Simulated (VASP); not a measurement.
# CaO (Fm-3m) in VASP: single point with LDA

Aim: the single point of CaO with LDA.

Program: VASP 6.6.1. These are calculated values, not measurements. Logs are shortened: lines on timing, memory, paths and dates and some standing lists are left out, and cuts for length are marked.

## 1. The cell of the first run

Symmetry: Fm-3m, No. 225, cubic system. The conventional cell has a = 4.711 Å, b = 4.711 Å, c = 4.711 Å, α = 90.00°, β = 90.00°, γ = 90.00°. Within 3.1 Å of Ca (site symmetry m-3m) lie 6 O at 2.36 Å. Within 3.1 Å of O (site symmetry m-3m) lie 6 Ca at 2.36 Å.

## 2. Single point, LDA

Input file INCAR:

```
SYSTEM = CaO
PREC = Accurate
ENCUT = 1340
EDIFF = 1E-6
ISMEAR = 0
SIGMA = 0.1
LREAL = .FALSE.
LASPH = .TRUE.
NELM = 120
ALGO = Normal
ISIF = 2
LWAVE = .FALSE.
LCHARG = .TRUE.
GGA = CA
LELF = .TRUE.
LVHAR = .TRUE.
NBANDS = 15
GGA_COMPAT = .FALSE.
```

Input file KPOINTS:

```
Automatic mesh
0
G
  8 8 8
  0 0 0
```

Input file POSCAR:

```
CaO
1.0
    0.0000000000      2.3557358111      2.3557358111
    2.3557358111      0.0000000000      2.3557358111
    2.3557358111      2.3557358111      0.0000000000
Ca O
1 1
Direct
    0.0000000000      0.0000000000      0.0000000000
    0.5000000000      0.5000000000      0.5000000000
```

Potentials or basis: VASP PAW LDA potentials, release 64 (Ca_sv, O_h).

Started as:

```console
$ cat potpaw_LDA.64/Ca_sv/POTCAR potpaw_LDA.64/O_h/POTCAR > POTCAR
$ mpirun -np 1 vasp_std > vasp.out
```

OUTCAR:

```text
SYSTEM = CaO
   PREC = Accurate
   ENCUT = 1340
   EDIFF = 1E-6
   ISMEAR = 0
   LREAL = .FALSE.
   LASPH = .TRUE.
   NELM = 120
   ISIF = 2
   GGA = CA

 ion  position               nearest neighbor table
   1  0.000  0.000  0.000-
   2  0.500  0.500  0.500-

  LATTYP: Found a face centered cubic cell.
 ALAT       =     4.7114716222

  Lattice vectors:

 A1 = (   0.0000000000,   2.3557358111,   2.3557358111)
 A2 = (   2.3557358111,   0.0000000000,   2.3557358111)
 A3 = (   2.3557358111,   2.3557358111,   0.0000000000)

Analysis of symmetry for initial positions (statically):
=====================================================================
 Subroutine PRICEL returns:
 Original cell was already a primitive cell.

 Routine SETGRP: Setting up the symmetry group for a
 face centered cubic supercell.

 Subroutine GETGRP returns: Found 48 space group operations
 (whereof 48 operations were pure point group operations)
 out of a pool of 48 trial point group operations.

The static configuration has the point symmetry O_h .

Analysis of symmetry for dynamics (positions and initial velocities):
=====================================================================
 Subroutine PRICEL returns:
 Original cell was already a primitive cell.

 Routine SETGRP: Setting up the symmetry group for a
 face centered cubic supercell.

 Subroutine GETGRP returns: Found 48 space group operations
 (whereof 48 operations were pure point group operations)
 out of a pool of 48 trial point group operations.

The dynamic configuration has the point symmetry O_h .

 Subroutine INISYM returns: Found 48 space group operations
 (whereof 48 operations are pure point group operations),
 and found     1 'primitive' translations

----------------------------------------------------------------------------------------

                                     Primitive cell

  volume of cell :      26.1463

  direct lattice vectors                    reciprocal lattice vectors
     0.000000000  2.355735811  2.355735811    -0.212247909  0.212247909  0.212247909
     2.355735811  0.000000000  2.355735811     0.212247909 -0.212247909  0.212247909
     2.355735811  2.355735811  0.000000000     0.212247909  0.212247909 -0.212247909

  length of vectors
     3.331513533  3.331513533  3.331513533     0.367624162  0.367624162  0.367624162

  position of ions in fractional coordinates (direct lattice)
     0.000000000  0.000000000  0.000000000
     0.500000000  0.500000000  0.500000000

  ion indices of the primitive-cell ions
   primitive index   ion index
                 1           1
                 2           2

----------------------------------------------------------------------------------------

 KPOINTS: Automatic mesh

Automatic generation of k-mesh.
 Grid dimensions read from file:
 generate k-points for:    8    8    8

 Generating k-lattice:

  Cartesian coordinates                     Fractional coordinates (reciprocal lattice)
    -0.026530989  0.026530989  0.026530989     0.125000000  0.000000000  0.000000000
     0.026530989 -0.026530989  0.026530989     0.000000000  0.125000000  0.000000000
     0.026530989  0.026530989 -0.026530989     0.000000000  0.000000000  0.125000000

  Length of vectors
     0.045953020  0.045953020  0.045953020

  Shift w.r.t. Gamma in fractional coordinates (k-lattice)
     0.000000000  0.000000000  0.000000000

 Subroutine IBZKPT returns following result:
 ===========================================

 Found     29 irreducible k-points:

 Following reciprocal coordinates:
            Coordinates               Weight
  0.000000  0.000000  0.000000      1.000000
  0.125000  0.000000  0.000000      8.000000
  0.250000  0.000000  0.000000      8.000000
  0.375000  0.000000  0.000000      8.000000
  0.500000  0.000000  0.000000      4.000000
  0.125000  0.125000  0.000000      6.000000
[... 16 lines left out ...]
  0.500000  0.250000  0.125000     48.000000
 -0.375000  0.250000  0.125000     24.000000
 [... further k-points ...]
   k-points           NKPTS =     29   k-points in BZ     NKDIM =     29   number of bands    NBANDS=     15
   number of dos      NEDOS =    301   number of ions     NIONS =      2
   total plane-waves  NPLWV =  64000
   dimension x,y,z NGX =    40 NGY =   40 NGZ =   40
   dimension x,y,z NGXF=    80 NGYF=   80 NGZF=   80
   ions per type =               1   1
   NGX,Y,Z   is equivalent  to a cutoff of  19.96, 19.96, 19.96 a.u.
   NGXF,Y,Z  is equivalent  to a cutoff of  39.92, 39.92, 39.92 a.u.
 SYSTEM =  CaO
   PREC   = accura    normal or accurate (medium, high low for compatibility)
   ISTART =      0    job   : 0-new  1-cont  2-samecut
   ICHARG =      2    charge: 1-file 2-atom 10-const
   ISPIN  =      1    spin polarized calculation?
   LNONCOLLINEAR =      F non collinear calculations
   LSORBIT =      F    spin-orbit coupling
   LASPH  =      T    aspherical Exc in radial PAW
   ENCUT  = 1340.0 eV  98.49 Ry    9.92 a.u.   9.94  9.94  9.94*2*pi/ulx,y,z
   NELM   =    120;   NELMIN=  2; NELMDL= -5     # of ELM steps
   EDIFF  = 0.1E-05   stopping-criterion for ELM
   LREAL  =      F    real-space projection
   EDIFFG = 0.1E-04   stopping-criterion for IOM
   NSW    =      0    number of steps for IOM
   IBRION =     -1    ionic relax: 0-MD 1-quasi-New 2-CG
   NFREE  =      0    steps in history (QN), initial steepest desc. (CG)
   ISIF   =      2    stress and relaxation
   ISYM   =      2    0-nonsym 1-usesym 2-fastsym
   POTIM  = 0.5000    time-step for ionic-motion
   TEBEG  =    0.0;   TEEND  =   0.0 temperature during run
   PSTRESS=    0.0 pullay stress
   NELECT =      16.0000    total number of electrons
   NUPDOWN=      -1.0000    fix difference up-down
   EMIN   =  10.00;   EMAX   =-10.00  energy-range for DOS
   EFERMI =   0.00;   METHOD = LEGACY
   ISMEAR =     0;   SIGMA  =   0.10  broadening in eV -4-tet -1-fermi 0-gaus
   EFERMI_NEDOS =   21; number of points for ismear=-14 and -15
   IALGO  =     38    algorithm
   IMIX   =      4    mixing-type and parameters
     AMIX     =   0.40;   BMIX     =  1.00
     AMIX_MAG =   1.60;   BMIX_MAG =  1.00
  volume/ion in A,a.u.               =      13.07        88.22
  Fermi-wavevector in a.u.,A,eV,Ry     =   1.389883  2.626498 26.283391  1.931775
  Thomas-Fermi vector in A             =   2.513871
   LORBIT       =      0    0 simple, 1 ext, 2 COOP (PROOUT), +10 PAW based schemes
   GGA     = CA    functional components
   LHFCALC =     F    Hartree Fock is set to
   AEXX    =    0.0000 exact exchange contribution
   IVDW    =     0    specifies the selected vdW correction
   LEPSILON=     F    determine dielectric tensor
   LRPA    =     F    only Hartree local field effects (RPA)
 non-spin polarized calculation
 Gauss-broadening in eV      SIGMA  =   0.10
  energy-cutoff  :     1340.00
  volume of cell :       26.15
 maximum number of plane-waves:      2936
   NGX = 19   NGY = 19   NGZ = 19

 number of electron      16.0000000 magnetization

 Free energy of the ion-electron system (eV)
  ---------------------------------------------------
  ext. energy  EPLUGINS =         0.00000000
  ---------------------------------------------------
  free energy    TOTEN  =       -14.22880116 eV

  energy without entropy =      -14.22880116  energy(sigma->0) =      -14.22880116

 E-fermi :   3.0705     XC(G=0): -11.3303

 val. band max:        2.6673559993   @ k =   0.0000   0.0000   0.0000
 cond. band min:       6.0918744033   @ k =   0.5000   0.5000   0.0000
 fundamental gap:      3.4245184040
 Fermi energy:         3.0704741440

 k-point     1 :       0.0000    0.0000    0.0000
  band No.  band energies     occupation
      1     -34.1626      2.00000
      2     -15.1574      2.00000
      3     -15.1574      2.00000
      4     -15.1574      2.00000
      5     -12.6556      2.00000
      6       2.6674      2.00000
      7       2.6674      2.00000
      8       2.6674      2.00000
      9       7.7326      0.00000
     10       8.9138      0.00000
     11       8.9138      0.00000
     12       8.9138      0.00000
     13      10.5852      0.00000
     14      10.5852      0.00000
     15      17.8369      0.00000

 k-point     2 :       0.1250    0.0000    0.0000
  band No.  band energies     occupation
      1     -34.1415      2.00000
      2     -15.4582      2.00000
      3     -15.1672      2.00000
      4     -15.1672      2.00000
      5     -12.3474      2.00000
      6       2.0970      2.00000
      7       2.4260      2.00000
      8       2.4260      2.00000
      9       8.4254      0.00000
     10       8.8801      0.00000
     11       9.2057      0.00000
     12       9.2057      0.00000
     13      11.0000      0.00000
     14      11.0000      0.00000
     15      18.5260      0.00000

 k-point     3 :       0.2500    0.0000    0.0000
  band No.  band energies     occupation
      1     -34.0902      2.00000
      2     -16.0160      2.00000
      3     -15.1906      2.00000
      4     -15.1906      2.00000
      5     -11.7689      2.00000
      6       1.0175      2.00000
      7       1.9151      2.00000
      8       1.9151      2.00000
      9       8.9709      0.00000
     10       9.9112      0.00000
     11       9.9747      0.00000
     12       9.9747      0.00000
     13      11.9910      0.00000
     14      11.9910      0.00000
     15      19.1116      0.00000

 k-point     4 :       0.3750    0.0000    0.0000
  band No.  band energies     occupation
      1     -34.0383      2.00000
      2     -16.4574      2.00000
      3     -15.2137      2.00000
      4     -15.2137      2.00000
      5     -11.3018      2.00000
      6       0.1407      2.00000
      7       1.4760      2.00000
      8       1.4760      2.00000
      9       9.4954      0.00000
     10      10.8752      0.00000
     11      10.8752      0.00000
     12      11.1044      0.00000
     13      13.0661      0.00000
     14      13.0661      0.00000
     15      18.1159      0.00000
[... 307 lines left out ...]
 k-point    22 :       0.3750    0.2500    0.1250
  band No.  band energies     occupation
      1     -34.0529      2.00000
      2     -16.0629      2.00000
      3     -15.3644      2.00000
      4     -15.2373      2.00000
      5     -11.7255      2.00000
      6       0.7069      2.00000
      7       1.7975      2.00000
      8       2.1225      2.00000
      9       7.9917      0.00000
     10      10.1105      0.00000
     11      10.7443      0.00000
     12      11.1291      0.00000
     13      11.9770      0.00000
     14      13.2934      0.00000
     15      19.6584      0.00000

 k-point    23 :       0.5000    0.2500    0.1250
  band No.  band energies     occupation
      1     -34.0117      2.00000
      2     -16.2557      2.00000
      3     -15.4487      2.00000
      4     -15.2856      2.00000
      5     -11.5575      2.00000
      6       0.5244      2.00000
      7       1.4823      2.00000
      8       1.7695      2.00000
      9       8.5583      0.00000
     10      10.4091      0.00000
     11      11.4100      0.00000
     12      11.6016      0.00000
     13      13.0466      0.00000
     14      14.2622      0.00000
     15      18.0310      0.00000

 k-point    24 :      -0.3750    0.2500    0.1250
  band No.  band energies     occupation
      1     -33.9945      2.00000
      2     -16.3332      2.00000
      3     -15.4680      2.00000
      4     -15.3190      2.00000
      5     -11.4942      2.00000
      6       0.4698      2.00000
      7       1.4597      2.00000
      8       1.5020      2.00000
      9       9.5407      0.00000
     10       9.6114      0.00000
     11      11.7394      0.00000
     12      12.0418      0.00000
     13      13.3657      0.00000
     14      15.0786      0.00000
     15      17.1232      0.00000

 [... further k-points ...]

------------------------ aborting loop because EDIFF is reached ----------------------------------------

  FORCE on cell =-STRESS in cart. coord.  units (eV):
  Direction    XX          YY          ZZ          XY          YZ          ZX
  --------------------------------------------------------------------------------------
  -------------------------------------------------------------------------------------
  Total        0.0976872      0.0976872      0.0976872      0.0000000      0.0000000      0.0000000
  in kB        5.9860258      5.9860258      5.9860258      0.0000000      0.0000000      0.0000000
  external PRESSURE =       5.9860258 kB  Pullay stress =       0.0000000 kB

 VOLUME and BASIS-vectors are now :
 -----------------------------------------------------------------------------
  energy-cutoff  :     1340.00
  volume of cell :       26.15
      direct lattice vectors                 reciprocal lattice vectors
     0.000000000  2.355735811  2.355735811    -0.212247909  0.212247909  0.212247909
     2.355735811  0.000000000  2.355735811     0.212247909 -0.212247909  0.212247909
     2.355735811  2.355735811  0.000000000     0.212247909  0.212247909 -0.212247909

 POSITION                                       TOTAL-FORCE (eV/Angst)
 -----------------------------------------------------------------------------------
      0.00000      0.00000      0.00000        -0.000000      0.000000      0.000000
      2.35574      2.35574      2.35574         0.000000     -0.000000      0.000000
 -----------------------------------------------------------------------------------
    total drift:                                0.000000     -0.000000      0.000000

  FREE ENERGIE OF THE ION-ELECTRON SYSTEM (eV)
  ---------------------------------------------------
  free  energy   TOTEN  =       -14.2288011607 eV

  energy  without entropy=      -14.2288011607  energy(sigma->0) =      -14.22880116
```

It took 28 s on 1 thread of Intel Xeon Platinum 8488C (Sapphire Rapids), shared host; peak memory 0.22 GiB.

What came out:

```yaml
Free_energy: -14.2288 eV
Pressure: 0.6 GPa
Band_gap_on_the_k_mesh: 3.42 eV (least direct gap 3.78 eV)
```

A k mesh can miss the band edges.
